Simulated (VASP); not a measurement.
# Ti12Si in VASP: a series of runs, part 2 of 2

VASP 6.6.1. Earlier steps stand in the parts before.

### Step 3. Single point, PBE

Input file INCAR:

```
PREC = Accurate
ENCUT = 520
EDIFF = 1E-6
ISMEAR = 0
SIGMA = 0.1
LREAL = F
LASPH = T
NELM = 60
ALGO = Normal
ISIF = 2
LWAVE = F
LCHARG = F
LDIPOL = T
IDIPOL = 3
DIPOL = 0.5 0.5 0.319
GGA = PE
NBANDS = 86
```

Input file KPOINTS:

```
Automatic mesh
0
Gamma
  5 5 1
```

Input file POSCAR:

```
Ti12Si
1.0
    5.8150893847      0.0000000000      0.0000000000
    0.0000000000      5.8150893847      0.0000000000
    0.0000000000      0.0000000000     19.3059825436
Ti Si
12 1
Direct
    0.2500000000      0.2500000000      0.2071896621
    0.2500000000      0.7500000000      0.2071896621
    0.7500000000      0.2500000000      0.2071896621
    0.7500000000      0.7500000000      0.2071896621
    0.0000000000      0.0000000000      0.3057583574
    0.0000000000      0.5000000000      0.3057583574
    0.5000000000      0.0000000000      0.3057583574
    0.5000000000      0.5000000000      0.3057583574
    0.2500000000      0.2500000000      0.4043297214
    0.2500000000      0.7500000000      0.4043297214
    0.7500000000      0.2500000000      0.4043297214
    0.7500000000      0.7500000000      0.4043297214
    0.5000000000      0.5000000000      0.4827656741
```

Potentials or basis: VASP PAW PBE potentials, release 64 (Ti_sv, Si).

Command:

```console
$ cat potpaw_PBE.64/Ti_sv/POTCAR potpaw_PBE.64/Si/POTCAR > POTCAR
$ mpirun -np 1 vasp_std > vasp.out
```

OUTCAR:

```text
PREC = Accurate
   ENCUT = 520
   EDIFF = 1E-6
   ISMEAR = 0
   LREAL = F
   LASPH = T
   NELM = 60
   ISIF = 2
   GGA = PE

 ion  position               nearest neighbor table
   1  0.250  0.250  0.207-   5 2.80   6 2.80   7 2.80   8 2.80   2 2.91   3 2.91   2 2.91   3 2.91

   2  0.250  0.750  0.207-   5 2.80   6 2.80   7 2.80   8 2.80   1 2.91   4 2.91   1 2.91   4 2.91

   3  0.750  0.250  0.207-   5 2.80   6 2.80   7 2.80   8 2.80   1 2.91   4 2.91   4 2.91   1 2.91
[... 4 lines left out ...]
                             6 2.91   7 2.91   6 2.91   7 2.91
   6  0.000  0.500  0.306-   1 2.80   2 2.80   3 2.80   4 2.80   9 2.80  10 2.80  11 2.80  12 2.80
                             5 2.91   8 2.91   5 2.91   8 2.91
   7  0.500  0.000  0.306-   1 2.80   2 2.80   3 2.80   4 2.80   9 2.80  10 2.80  11 2.80  12 2.80
                             5 2.91   8 2.91   8 2.91   5 2.91
   8  0.500  0.500  0.306-   1 2.80   2 2.80   3 2.80   4 2.80   9 2.80  10 2.80  11 2.80  12 2.80
                             6 2.91   7 2.91   7 2.91   6 2.91
   9  0.250  0.250  0.404-  13 2.55   6 2.80   7 2.80   8 2.80   5 2.80  11 2.91  10 2.91  10 2.91
                            11 2.91
[... 747 lines left out ...]
  --------------------------------------------------------------------------------------
  -------------------------------------------------------------------------------------
  Total       -2.3777141     -2.3777141      2.0846925      0.0000000      0.0000000      0.0000000
  in kB       -5.8353312     -5.8353312      5.1162044      0.0000000      0.0000000      0.0000000
  external PRESSURE =      -2.1848193 kB  Pullay stress =       0.0000000 kB

 VOLUME and BASIS-vectors are now :
 -----------------------------------------------------------------------------
  energy-cutoff  :      520.00
  volume of cell :      652.84
      direct lattice vectors                 reciprocal lattice vectors
     5.815089385  0.000000000  0.000000000     0.171966402  0.000000000  0.000000000
     0.000000000  5.815089385  0.000000000     0.000000000  0.171966402  0.000000000
     0.000000000  0.000000000 19.305982544     0.000000000  0.000000000  0.051797416

 POSITION                                       TOTAL-FORCE (eV/Angst)
 -----------------------------------------------------------------------------------
      1.45377      1.45377      4.00000         0.026268      0.026268      0.010644
      1.45377      4.36132      4.00000         0.026268     -0.026268      0.010644
      4.36132      1.45377      4.00000        -0.026268      0.026268      0.010644
      4.36132      4.36132      4.00000        -0.026268     -0.026268      0.010644
      0.00000      0.00000      5.90297         0.000000      0.000000     -0.434449
      0.00000      2.90754      5.90297         0.000000      0.000000     -0.335276
      2.90754      0.00000      5.90297         0.000000      0.000000     -0.335276
      2.90754      2.90754      5.90297         0.000000      0.000000     -0.111611
      1.45377      1.45377      7.80598        -0.037029     -0.037029      0.292375
      1.45377      4.36132      7.80598        -0.037029      0.037029      0.292375
      4.36132      1.45377      7.80598         0.037029     -0.037029      0.292375
      4.36132      4.36132      7.80598         0.037029      0.037029      0.292375
      2.90754      2.90754      9.32027         0.000000     -0.000000      0.004538
 -----------------------------------------------------------------------------------
    total drift:                                0.000000     -0.000000      0.000523

  FREE ENERGIE OF THE ION-ELECTRON SYSTEM (eV)
  ---------------------------------------------------
  free  energy   TOTEN  =       -92.5921603065 eV

  energy  without entropy=      -92.4320742729  energy(sigma->0) =      -92.51211729

 vacuum level on the upper side and lower side of the slab         4.722         3.830
```

OSZICAR:

```text
N       E                     dE             d eps       ncg     rms          rms(c)
DAV:   1     0.185459626918E+04    0.18546E+04   -0.79705E+04  1256   0.169E+03
DAV:   2     0.168269540684E+03   -0.16863E+04   -0.16598E+04  1070   0.548E+02
DAV:   3    -0.575396277115E+02   -0.22581E+03   -0.21940E+03  1640   0.174E+02
DAV:   4    -0.107877023077E+03   -0.50337E+02   -0.49900E+02  1576   0.654E+01
[... 22 lines left out ...]
DAV:  27    -0.925921434052E+02   -0.30423E-04   -0.17379E-06   816   0.554E-03    0.397E-03
DAV:  28    -0.925921546414E+02   -0.11236E-04   -0.11461E-06   784   0.373E-03    0.269E-03
DAV:  29    -0.925921583304E+02   -0.36890E-05   -0.56103E-07   768   0.359E-03    0.138E-03
DAV:  30    -0.925921596125E+02   -0.12820E-05   -0.26605E-07   752   0.197E-03    0.963E-04
DAV:  31    -0.925921603065E+02   -0.69408E-06   -0.15557E-07   736   0.183E-03
   1 F= -.92592160E+02 E0= -.92512117E+02  d E =-.160086E+00
```

Wall time 32 min (1 thread of AMD EPYC 7R13, shared host); peak memory 0.8 GiB.

Results:

- Free energy: -92.5922 eV
- Largest force: 0.434 eV/Å
- Band gap on the k mesh: zero (bands 74 and 75 overlap by 0.22 eV)

Forces on the atoms (eV/Å):
```
Ti   0.026  0.026  0.011
Ti   0.026 -0.026  0.011
Ti  -0.026  0.026  0.011
Ti  -0.026 -0.026  0.011
Ti   0.000  0.000 -0.434
Ti   0.000  0.000 -0.335
Ti   0.000  0.000 -0.335
Ti   0.000  0.000 -0.112
Ti  -0.037 -0.037  0.292
Ti  -0.037  0.037  0.292
Ti   0.037 -0.037  0.292
Ti   0.037  0.037  0.292
Si   0.000  0.000  0.005
```

Levels at points of the mesh, in eV from the Fermi level:
```csv
k point,band 71,band 72,band 73,band 74,band 75,band 76
"(0.00, 0.00, 0.00)",-0.05,-0.01,-0.01,0.00,0.38,0.38
```
